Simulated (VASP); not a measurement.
Set up this calculation in VASP 6.6.1, as the native input.

```
Task                   : single point
Functional             : PBEsol
Potentials or basis    : VASP PAW PBE potentials, release 64 (Ga_d, Sb)
Cutoff                 : 520 eV
k mesh                 : 8 × 6 × 1
Occupations            : gaussian, width 0.1 eV
Spin                   : no spin polarisation
Dipole correction      : yes
Further INCAR settings : ALGO = Normal; EDIFF = 1e-07; NBANDS = 76
```

The structure of GaSb lies in POSCAR:

```
GaSb
1.0
    4.3212911440      0.0000000000      0.0000000000
    0.0000000000      6.1112285428      0.0000000000
    0.0000000000      0.0000000000     27.9638734319
Ga Sb
7 7
Direct
    0.5000000000      0.5605898585      0.2867452148
    0.0000000000     -0.0211133839      0.3424635120
    0.5000000000      0.4869741722      0.4232999526
    0.0000000000     -0.0148618418      0.4999998652
    0.5000000000      0.4869719857      0.5767002886
    0.0000000000     -0.0211181086      0.6575360287
    0.5000000000      0.5605844763      0.7132550357
    0.0000000000      0.7695672273      0.2587374114
    0.5000000000      0.2308543025      0.3464940152
    0.0000000000      0.7379629453      0.4219424485
    0.5000000000      0.2352145031      0.5000001544
    0.0000000000      0.7379605560      0.5780573616
    0.5000000000      0.2308502695      0.6535063484
    0.0000000000      0.7695630380      0.7412623628
```

The input as run:

INCAR

```
SYSTEM = GaSb
PREC = Accurate
ENCUT = 520
EDIFF = 1E-7
ISMEAR = 0
SIGMA = 0.1
LREAL = .FALSE.
LASPH = .TRUE.
NELM = 100
ALGO = Normal
ISIF = 2
LWAVE = .FALSE.
LCHARG = .FALSE.
LDIPOL = .TRUE.
IDIPOL = 3
DIPOL = 0.5 0.5 0.500
GGA = PS
NBANDS = 76
KPAR = 4
```

KPOINTS

```
regular mesh
0
G
  8 6 1
  0 0 0
```

Potentials or basis: VASP PAW PBE potentials, release 64 (Ga_d, Sb).

Run with:

```sh
$ cat potpaw_PBE.64/Ga_d/POTCAR potpaw_PBE.64/Sb/POTCAR > POTCAR
$ mpirun -np 4 vasp_std > vasp.out
```

It gave:

The largest force is 0.035 eV/Å and the band gap on the k mesh is 0.29 eV (least direct gap 0.59 eV).

Caveat: semilocal functionals underestimate gaps, and a narrow one can read as zero; the PAW data sets were made with another functional, which shifts forces and pressure a little; spin-orbit coupling is left out, which moves the levels of the heavy elements.

Wall time 11 min on 4 MPI ranks on Intel(R) Xeon(R) Platinum 8259CL CPU @ 2.50GHz (Skylake/Cascade Lake), on a shared host, peak memory 1.2 GiB a rank.
